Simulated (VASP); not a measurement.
# Zn12H2O in VASP: further runs, part 2 of 2

VASP 6.6.1. Earlier steps stand in the parts before.

## (4) Single point, PBE+D3(BJ)

INCAR

```
SYSTEM = Zn12H2O
PREC = Accurate ; ENCUT = 520
EDIFF = 1E-7 ; ISMEAR = 0
SIGMA = 0.05 ; LREAL = Auto
LASPH = .TRUE. ; NELM = 80
ALGO = Normal ; ISIF = 2
LWAVE = .FALSE. ; LCHARG = .FALSE.
GGA = PE ; IVDW = 12
NBANDS = 89 ; LUSENCCL = .FALSE.
```

KPOINTS

```
Automatic mesh
0
G
  5 5 1
  0 0 0
```

POSCAR

```
Zn12H2O
1.0
    5.3200000000      0.0000000000      0.0000000000
    2.6600000000      4.6072550000      0.0000000000
    0.0000000000      0.0000000000     17.9369600000
Zn O H
12 1 2
Direct
    0.0000000000      0.0000000000      0.0557508073
    0.5000000000      0.0000000000      0.0557508073
   -0.0000000543      0.5000001085      0.0557508073
    0.4999999457      0.5000001085      0.0557508073
   -0.1638039095      0.3368393979      0.1851007640
    0.3370825747      0.3363803393      0.1852141054
   -0.1640924648      0.8370635009      0.1842867465
    0.3373276605      0.8362285135      0.1854687193
    0.0059037050      0.0069275523      0.3120645304
    0.5061702127      0.0098716047      0.3154581936
    0.0084045790      0.5064900901      0.3125147740
    0.5103051253      0.5091953886      0.3154355588
    0.5249266810      0.5488710740      0.4534939031
    0.4641582257      0.4036583606      0.4480392441
    0.3441590995      0.7338419514      0.4573033000
```

Potentials or basis: VASP PAW PBE potentials, release 64 (Zn, O, H).

On the command line:

```sh
$ cat potpaw_PBE.64/Zn/POTCAR potpaw_PBE.64/O/POTCAR potpaw_PBE.64/H/POTCAR > POTCAR
$ mpirun -np 1 vasp_std > vasp.out
```

OUTCAR:

```text
SYSTEM = Zn12H2O
   PREC = Accurate
   ENCUT = 520
   EDIFF = 1E-7
   ISMEAR = 0
   LREAL = Auto
   LASPH = .TRUE.
   NELM = 80
   ISIF = 2
   GGA = PE
   IVDW = 12
 IVDW          = 12

 ion  position               nearest neighbor table
   1  0.000  0.000  0.056-   4 2.66   3 2.66   2 2.66   2 2.66   3 2.66   4 2.66   7 2.75   5 2.79
                             8 2.80
   2  0.500  0.000  0.056-   3 2.66   4 2.66   1 2.66   1 2.66   4 2.66   3 2.66   8 2.77   7 2.78
                             6 2.79
[... 1429 lines left out ...]
  energy-cutoff  :      520.00
  volume of cell :      439.65
      direct lattice vectors                 reciprocal lattice vectors
     5.320000000  0.000000000  0.000000000     0.187969925 -0.108524490  0.000000000
     2.660000000  4.607255000  0.000000000     0.000000000  0.217048980  0.000000000
     0.000000000  0.000000000 17.936960000     0.000000000  0.000000000  0.055750807

 POSITION                                       TOTAL-FORCE (eV/Angst)
 -----------------------------------------------------------------------------------
      0.00000      0.00000      1.00000         0.036483      0.015559     -0.038343
      2.66000      0.00000      1.00000         0.002135      0.015043     -0.066944
      6.65000      2.30363      1.00000         0.019127     -0.000777     -0.032418
      3.99000      2.30363      1.00000         0.014127      0.013390     -0.021151
      5.34456      1.55191      3.32014         0.010079      0.003544     -0.008062
      2.68805      1.54979      3.32218         0.003106      0.007303     -0.019764
      6.67362      3.85656      3.30554         0.008436     -0.001328     -0.009674
      4.01895      3.85272      3.32674         0.001642      0.004062     -0.003387
      0.04983      0.03192      5.59749         0.000726      0.010203      0.023170
      2.71908      0.04548      5.65836         0.008098      0.015541     -0.085592
      1.39198      2.33353      5.60557         0.015476      0.004824      0.028108
      4.06928      2.34599      5.65796         0.012160      0.008313     -0.079848
      4.25261      2.52879      8.13430        -0.018454     -0.194478      0.109636
      3.54305      1.85976      8.03646        -0.027930      0.054034      0.185367
      3.78295      3.38100      8.20263        -0.085212      0.044767      0.018903
 -----------------------------------------------------------------------------------
    total drift:                                0.001011      0.002782     -0.001878

  FREE ENERGIE OF THE ION-ELECTRON SYSTEM (eV)
  ---------------------------------------------------
  free  energy   TOTEN  =       -30.1409004953 eV

  energy  without entropy=      -30.1304712552  energy(sigma->0) =      -30.13568588
```

OSZICAR:

```text
N       E                     dE             d eps       ncg     rms          rms(c)
DAV:   1     0.119534216282E+04    0.11953E+04   -0.72162E+04  2314   0.204E+03
DAV:   2     0.143644524640E+03   -0.10517E+04   -0.10164E+04  2314   0.479E+02
DAV:   3    -0.181111731427E+02   -0.16176E+03   -0.15895E+03  2509   0.180E+02
[... 18 lines left out ...]
DAV:  22    -0.263602322965E+02   -0.43755E-05   -0.17452E-07  1690   0.487E-03    0.745E-04
DAV:  23    -0.263602343060E+02   -0.20095E-05   -0.17180E-07  1742   0.371E-03    0.364E-04
DAV:  24    -0.263602347691E+02   -0.46314E-06   -0.21777E-08  1595   0.213E-03    0.227E-04
DAV:  25    -0.263602351802E+02   -0.41107E-06   -0.26768E-08  1538   0.931E-04    0.114E-04
DAV:  26    -0.263602352353E+02   -0.55130E-07   -0.97496E-09  1539   0.107E-03
   1 F= -.30140900E+02 E0= -.30135686E+02  d E =-.104292E-01
```

It took 3.8 min on 1 × NVIDIA H100 80GB with 1 thread of AMD EPYC 7R13 (Zen 3), shared host; peak memory 1.6 GiB.

Results:

| Quantity | Value |
| --- | --- |
| Free energy | -30.1409 eV |
| Largest force | 0.224 eV/Å |
| Band gap on the k mesh | zero (bands 76 and 77 overlap by 1.76 eV) |
| Dispersion energy per atom | -0.252 eV |

Forces on the atoms (eV/Å):
```
Zn   0.036  0.016 -0.038
Zn   0.002  0.015 -0.067
Zn   0.019 -0.001 -0.032
Zn   0.014  0.013 -0.021
Zn   0.010  0.004 -0.008
Zn   0.003  0.007 -0.020
Zn   0.008 -0.001 -0.010
Zn   0.002  0.004 -0.003
Zn   0.001  0.010  0.023
Zn   0.008  0.016 -0.086
Zn   0.015  0.005  0.028
Zn   0.012  0.008 -0.080
O   -0.018 -0.194  0.110
H   -0.028  0.054  0.185
H   -0.085  0.045  0.019
```

Levels at points of the mesh, in eV from the Fermi level:
| k point | band 73 | band 74 | band 75 | band 76 | band 77 | band 78 | band 79 | band 80 | band 81 | band 82 |
| --- | --- | --- | --- | --- | --- | --- | --- | --- | --- | --- |
| (0.00, 0.00, 0.00) | -2.06 | -1.99 | -1.52 | -1.52 | -1.49 | 0.35 | 0.37 | 0.46 | 1.44 | 1.72 |

Caveat: there is no dipole correction, which matters where the two faces differ.

## (5) Summary

| cell | gap on the mesh (eV) | largest force (eV/Å) |
| --- | --- | --- |
| as given, atomic positions A | none | 0.14 |
| as given, atomic positions B | none | 0.17 |
| as given, atomic positions C | none | 0.22 |

Alike in all rows: task single point; level PBE+D3(BJ); potentials or basis VASP PAW PBE potentials, release 64 (Zn, O, H); no spin polarisation; k mesh 5 × 5 × 1; cutoff (eV) 520; smearing gaussian 0.05 eV.

Caveats: there is no dipole correction, which matters where the two faces differ.

Absolute energies hang on the potentials; compare differences alone.
